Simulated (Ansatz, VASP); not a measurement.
**Two plane-wave programs on MgH2Ir2**

```
Mg H Ir
1.0
     3.37500    0.00000    0.00000
    -1.68750    2.92283    0.00000
     0.00000    0.00000    6.91913
Mg H Ir
1 2 2
Direct
  0.00000 0.00000 0.50000
  0.33333 0.66667 0.00000
  0.66667 0.33333 0.00000
  0.00000 0.00000 0.79815
  0.00000 0.00000 0.20185
```

Alike in both runs: task relaxation of cell and atoms; functional PBE; k mesh 6 × 6 × 4; occupations gaussian, width 0.1 eV; no spin polarisation.

|  | VASP | Ansatz |
| --- | --- | --- |
| version | VASP 6.6.1 | Ansatz 0.2.0 |
| potentials or method | VASP PAW PBE potentials, release 64 (Mg, H, Ir), cutoff 600 eV | scalar-relativistic, plane waves, PAW |
| valence electrons in the cell | 22 | 46 |

VASP gave:

| Item | Value |
| --- | --- |
| gap on the k mesh at the Fermi level, each at its own relaxed structure (eV) | none |
| relaxed volume (Å³/atom) | 10.98 |
| relaxed length of the cell vector where the two differ most in proportion (Å) | 2.818 |

Which values does Ansatz return?

gap on the k mesh at the Fermi level, each at its own relaxed structure (eV): none; relaxed volume (Å³/atom): 10.96; relaxed length of the cell vector where the two differ most in proportion (Å): 2.815.

A gap of «none» marks a metal or a gap that the smearing closes. VASP's potentials hold 22 valence electrons a cell and Ansatz's 46, so a difference there can come from the potentials and not from the codes.

Neither program's run includes spin-orbit coupling. Noted on VASP's run: the volume moved by over 15 % at a fixed basis, so the end points are rough.
